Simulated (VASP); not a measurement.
# Ru in VASP: relaxation of the atoms with PBEsol

Aim: the relaxation of the atoms of Ru with PBEsol.

Everything below comes from runs of VASP 6.6.1. Logs are shortened: lines on timing, memory, paths and dates and some standing lists are left out, and cuts for length are marked.

## (1) The cell of the first run

The cell holds a slab with vacuum, 2 atoms: a = 2.690 Å, b = 2.690 Å, c = 18.125 Å, α = 90.00°, β = 90.00°, γ = 120.00°.

## (2) Relaxation of the atoms, PBEsol

INCAR reads:

```
PREC = Accurate
ENCUT = 520
EDIFF = 1E-6
ISMEAR = -1
SIGMA = 0.05
LREAL = False
LASPH = True
NELM = 80
ALGO = Normal
ISIF = 2
LWAVE = False
LCHARG = False
LDIPOL = True
IDIPOL = 3
DIPOL = 0.5 0.5 0.500
GGA = PS
IBRION = 2
NSW = 60
EDIFFG = -0.01
```

KPOINTS reads:

```
Automatic mesh
0
Gamma
  15 15 1
```

POSCAR reads:

```
Ru
1.0
    2.6901084693      0.0000000000      0.0000000000
   -1.3450542347      2.3297022734      0.0000000000
    0.0000000000      0.0000000000     18.1249000000
Ru
2
Direct
    0.8333333330      0.1666666670      0.4413815735
    0.1666666670      0.8333333330      0.5586184265
```

Potentials or basis: VASP PAW PBE potentials, release 64 (Ru_pv).

Launch:

```bash
$ cat potpaw_PBE.64/Ru_pv/POTCAR > POTCAR
$ mpirun -np 1 vasp_std > vasp.out
```

OUTCAR:

```text
PREC = Accurate
   ENCUT = 520
   EDIFF = 1E-6
   ISMEAR = -1
   LREAL = False
   LASPH = True
   NELM = 80
   ISIF = 2
   GGA = PS
   IBRION = 2
   NSW = 60
   EDIFFG = -0.01

 ion  position               nearest neighbor table
   1  0.833  0.167  0.441-   2 2.63   2 2.63   2 2.63
   2  0.167  0.833  0.559-   1 2.63   1 2.63   1 2.63

  LATTYP: Found a hexagonal cell.
 ALAT       =     2.6901084693
 C/A-ratio  =     6.7376093592

  Lattice vectors:

 A1 = (   2.6901084693,   0.0000000000,   0.0000000000)
 A2 = (  -1.3450542347,   2.3297022734,   0.0000000000)
 A3 = (   0.0000000000,   0.0000000000,  18.1249000000)

Analysis of symmetry for initial positions (statically):
=====================================================================
 Subroutine PRICEL returns:
 Original cell was already a primitive cell.

 Routine SETGRP: Setting up the symmetry group for a
 hexagonal supercell.

 Subroutine GETGRP returns: Found 12 space group operations
 (whereof  4 operations were pure point group operations)
 out of a pool of 24 trial point group operations.

The static configuration has the point symmetry C_2h.
 The point group associated with its full space group is D_3d.

Analysis of symmetry for dynamics (positions and initial velocities):
=====================================================================
 Subroutine PRICEL returns:
 Original cell was already a primitive cell.

 Routine SETGRP: Setting up the symmetry group for a
 hexagonal supercell.

 Subroutine GETGRP returns: Found 12 space group operations
 (whereof  4 operations were pure point group operations)
 out of a pool of 24 trial point group operations.

The dynamic configuration has the point symmetry C_2h.
 The point group associated with its full space group is D_3d.

 Subroutine INISYM returns: Found 12 space group operations
 (whereof  4 operations are pure point group operations),
 and found     1 'primitive' translations

----------------------------------------------------------------------------------------

                                     Primitive cell

  volume of cell :     113.5915

  direct lattice vectors                    reciprocal lattice vectors
     2.690108469  0.000000000  0.000000000     0.371732222  0.214619699  0.000000000
    -1.345054235  2.329702273  0.000000000     0.000000000  0.429239397  0.000000000
     0.000000000  0.000000000 18.124900000     0.000000000  0.000000000  0.055172718

  length of vectors
     2.690108469  2.690108469 18.124900000     0.429239397  0.429239397  0.055172718

  position of ions in fractional coordinates (direct lattice)
     0.833333333  0.166666667  0.441381574
     0.166666667  0.833333333  0.558618426

  ion indices of the primitive-cell ions
   primitive index   ion index
                 1           1
                 2           2

----------------------------------------------------------------------------------------

 KPOINTS: Automatic mesh

Automatic generation of k-mesh.
 Grid dimensions read from file:
 generate k-points for:   15   15    1

 Generating k-lattice:

  Cartesian coordinates                     Fractional coordinates (reciprocal lattice)
     0.024782148  0.014307980  0.000000000     0.066666667  0.000000000  0.000000000
     0.000000000  0.028615960  0.000000000     0.000000000  0.066666667  0.000000000
     0.000000000  0.000000000  0.055172718     0.000000000  0.000000000  1.000000000

  Length of vectors
     0.028615960  0.028615960  0.055172718

  Shift w.r.t. Gamma in fractional coordinates (k-lattice)
     0.000000000  0.000000000  0.000000000

 Subroutine IBZKPT returns following result:
 ===========================================

 Found     27 irreducible k-points:

 Following reciprocal coordinates:
            Coordinates               Weight
  0.000000  0.000000  0.000000      1.000000
  0.066667  0.000000  0.000000      6.000000
  0.133333  0.000000  0.000000      6.000000
  0.200000  0.000000  0.000000      6.000000
  0.266667  0.000000  0.000000      6.000000
  0.333333  0.000000  0.000000      6.000000
[... 16 lines left out ...]
  0.333333  0.200000  0.000000     12.000000
  0.400000  0.200000  0.000000      6.000000
 [... further k-points ...]
   k-points           NKPTS =     27   k-points in BZ     NKDIM =     27   number of bands    NBANDS=     18
   number of dos      NEDOS =    301   number of ions     NIONS =      2
   total plane-waves  NPLWV =  56000
   dimension x,y,z NGX =    20 NGY =   20 NGZ =  140
   dimension x,y,z NGXF=    40 NGYF=   40 NGZF=  280
   ions per type =               2
   NGX,Y,Z   is equivalent  to a cutoff of  12.36, 12.36, 12.84 a.u.
   NGXF,Y,Z  is equivalent  to a cutoff of  24.72, 24.72, 25.68 a.u.
 SYSTEM =  unknown system
   PREC   = accura    normal or accurate (medium, high low for compatibility)
   ISTART =      0    job   : 0-new  1-cont  2-samecut
   ICHARG =      2    charge: 1-file 2-atom 10-const
   ISPIN  =      1    spin polarized calculation?
   LNONCOLLINEAR =      F non collinear calculations
   LSORBIT =      F    spin-orbit coupling
   LASPH  =      T    aspherical Exc in radial PAW
   ENCUT  =  520.0 eV  38.22 Ry    6.18 a.u.   5.00  5.00 33.70*2*pi/ulx,y,z
   NELM   =     80;   NELMIN=  2; NELMDL= -5     # of ELM steps
   EDIFF  = 0.1E-05   stopping-criterion for ELM
   LREAL  =      F    real-space projection
   EDIFFG = -.1E-01   stopping-criterion for IOM
   NSW    =     60    number of steps for IOM
   IBRION =      2    ionic relax: 0-MD 1-quasi-New 2-CG
   NFREE  =      1    steps in history (QN), initial steepest desc. (CG)
   ISIF   =      2    stress and relaxation
   ISYM   =      2    0-nonsym 1-usesym 2-fastsym
   POTIM  = 0.5000    time-step for ionic-motion
   TEBEG  =    0.0;   TEEND  =   0.0 temperature during run
   PSTRESS=    0.0 pullay stress
   NELECT =      28.0000    total number of electrons
   NUPDOWN=      -1.0000    fix difference up-down
   EMIN   =  10.00;   EMAX   =-10.00  energy-range for DOS
   EFERMI =   0.00;   METHOD = LEGACY
   ISMEAR =    -1;   SIGMA  =   0.05  broadening in eV -4-tet -1-fermi 0-gaus
   EFERMI_NEDOS =   21; number of points for ismear=-14 and -15
   IALGO  =     38    algorithm
   IMIX   =      4    mixing-type and parameters
     AMIX     =   0.40;   BMIX     =  1.00
     AMIX_MAG =   1.60;   BMIX_MAG =  1.00
  volume/ion in A,a.u.               =      56.80       383.28
  Fermi-wavevector in a.u.,A,eV,Ry     =   1.026468  1.939744 14.335605  1.053637
  Thomas-Fermi vector in A             =   2.160363
   LORBIT       =      0    0 simple, 1 ext, 2 COOP (PROOUT), +10 PAW based schemes
   GGA     = PS    functional components
   LHFCALC =     F    Hartree Fock is set to
   AEXX    =    0.0000 exact exchange contribution
   IVDW    =     0    specifies the selected vdW correction
   LEPSILON=     F    determine dielectric tensor
   LRPA    =     F    only Hartree local field effects (RPA)
 conjugate gradient relaxation of ions
 non-spin polarized calculation
  energy-cutoff  :      520.00
  volume of cell :      113.59
 maximum number of plane-waves:      3105
 NGX is ok and might be reduce to    20
   NGX =  9   NGY =  9   NGZ = 67

--------------------------------------- Ionic step        1  -------------------------------------------

 number of electron      28.0000004 magnetization

 Free energy of the ion-electron system (eV)
  ---------------------------------------------------
  ext. energy  EPLUGINS =         0.00000000
  ---------------------------------------------------
  free energy    TOTEN  =       -17.91589167 eV

  energy without entropy =      -17.88467848  energy(sigma->0) =      -17.90028508

------------------------ aborting loop because EDIFF is reached ----------------------------------------

  FORCE on cell =-STRESS in cart. coord.  units (eV):
  Direction    XX          YY          ZZ          XY          YZ          ZX
  --------------------------------------------------------------------------------------
  -------------------------------------------------------------------------------------
  Total       -4.2011296     -4.2011296     -3.2026114      0.0000000      0.0000000      0.0000000
  in kB      -59.2557945    -59.2557946    -45.1719662      0.0000000      0.0000000      0.0000000
  external PRESSURE =     -54.5611851 kB  Pullay stress =       0.0000000 kB
[... 129 lines left out ...]
  energy  without entropy=      -18.0408247095  energy(sigma->0) =      -18.04911400

--------------------------------------- Ionic step        5  -------------------------------------------

 number of electron      28.0000003 magnetization

 dipolmoment           0.000000      0.000000      0.000000 electrons x Angstroem

------------------------ aborting loop because EDIFF is reached ----------------------------------------

  FORCE on cell =-STRESS in cart. coord.  units (eV):
  Direction    XX          YY          ZZ          XY          YZ          ZX
  --------------------------------------------------------------------------------------
  -------------------------------------------------------------------------------------
  Total       -2.2500413     -2.2500413     -0.0479620      0.0000000      0.0000000      0.0000000
  in kB      -31.7362236    -31.7362236     -0.6764917      0.0000000      0.0000000      0.0000000
  external PRESSURE =     -21.3829796 kB  Pullay stress =       0.0000000 kB
[... 21 lines left out ...]
  energy  without entropy=      -18.0408253910  energy(sigma->0) =      -18.04911448

--------------------------------------- Ionic step        6  -------------------------------------------

 number of electron      28.0000003 magnetization

 dipolmoment           0.000000      0.000000     -0.000000 electrons x Angstroem

 Free energy of the ion-electron system (eV)
  ---------------------------------------------------
  ext. energy  EPLUGINS =         0.00000000
  ---------------------------------------------------
  free energy    TOTEN  =       -18.05740399 eV

  energy without entropy =      -18.04082813  energy(sigma->0) =      -18.04911606

 E-fermi :  -0.7697     XC(G=0):  -4.4109

 val. band max:       -0.7789845419   @ k =   0.0667   0.0667   0.0000
 cond. band min:      -0.6734832918   @ k =   0.0667   0.0667   0.0000
 fundamental gap:      0.1055012501
 Fermi energy:        -0.7697413152

 k-point     1 :       0.0000    0.0000    0.0000
  band No.  band energies     occupation
      1     -44.2762      2.00000
      2     -43.4084      2.00000
      3     -43.4084      2.00000
      4     -43.3663      2.00000
      5     -43.2379      2.00000
      6     -43.2379      2.00000
[... 10 lines left out ...]
     17       0.4777      0.00000
     18       0.4883      0.00000
[... 466 lines left out ...]
      2     -44.1579      2.00000
      3     -43.8668      2.00000
      4     -43.6448      2.00000
      5     -43.4821      2.00000
      6     -43.4352      2.00000
[... 10 lines left out ...]
     17       5.0091      0.00000
     18       6.2094      0.00000

 [... further k-points ...]

------------------------ aborting loop because EDIFF is reached ----------------------------------------

 vacuum level on the upper side and lower side of the slab       (xc-potential included)        -0.009        -0.009

  FORCE on cell =-STRESS in cart. coord.  units (eV):
  Direction    XX          YY          ZZ          XY          YZ          ZX
  --------------------------------------------------------------------------------------
  -------------------------------------------------------------------------------------
  Total       -2.2495865     -2.2495865     -0.0469926      0.0000000      0.0000000      0.0000000
  in kB      -31.7298081    -31.7298081     -0.6628173      0.0000000      0.0000000      0.0000000
  external PRESSURE =     -21.3741445 kB  Pullay stress =       0.0000000 kB

 VOLUME and BASIS-vectors are now :
 -----------------------------------------------------------------------------
  energy-cutoff  :      520.00
  volume of cell :      113.59
      direct lattice vectors                 reciprocal lattice vectors
     2.690108469  0.000000000  0.000000000     0.371732222  0.214619699  0.000000000
    -1.345054235  2.329702273  0.000000000     0.000000000  0.429239397  0.000000000
     0.000000000  0.000000000 18.124900000     0.000000000  0.000000000  0.055172718
[... 8 lines left out ...]
  FREE ENERGIE OF THE ION-ELECTRON SYSTEM (eV)
  ---------------------------------------------------
  free  energy   TOTEN  =       -18.0574039918 eV

  energy  without entropy=      -18.0408281263  energy(sigma->0) =      -18.04911606

 reached required accuracy - stopping structural energy minimisation

 vacuum level on the upper side and lower side of the slab         4.349         4.349
```

Run time: 1.7 min. Hardware: 1 thread of Intel Xeon Platinum 8559C (Emerald Rapids), shared host; peak memory 0.24 GiB.

Results:

| Quantity | Value |
| --- | --- |
| Free energy | -18.0574 eV |
| Energy gained by relaxing | 70.8 meV/atom |
| Ionic steps | 6 |
| Largest force after relaxing | 0.010 eV/Å |
| Band gap on the k mesh | zero (band 14 reaches 0.16 eV, above the bottom of band 15 at -1.58 eV) |

Forces in eV/Å, atoms in the order of the input:
```
Ru   0.000  0.000  0.010
Ru   0.000  0.000 -0.010
```

The path:
| step | energy change (eV) | largest force (eV/Å) | pressure (GPa) |
| --- | --- | --- | --- |
| 1 | 0.0000 | 1.4957 | -5.46 |
| 2 | -0.1391 | 0.2607 | -2.56 |
| 3 | -0.1415 | 0.0402 | -2.06 |
| 4 | -0.1415 | 0.0111 | -2.14 |
| 5 | -0.1415 | 0.0103 | -2.14 |
| 6 | -0.1415 | 0.0098 | -2.14 |

Final structure:
```
Ru
1.0
     2.69011    0.00000    0.00000
    -1.34505    2.32970    0.00000
     0.00000    0.00000   18.12490
Ru
2
Direct
  0.83333 0.16667 0.44584
  0.16667 0.83333 0.55416
```

Levels at points of the mesh, in eV from the Fermi level:
| k point | band 12 | band 13 | band 14 | band 15 | band 16 | band 17 |
| --- | --- | --- | --- | --- | --- | --- |
| (0.00, 0.00, 0.00) | -2.55 | -2.28 | -1.16 | -0.29 | -0.29 | 1.25 |

Caveat: the PAW data sets were made with another functional, which shifts forces and pressure a little.
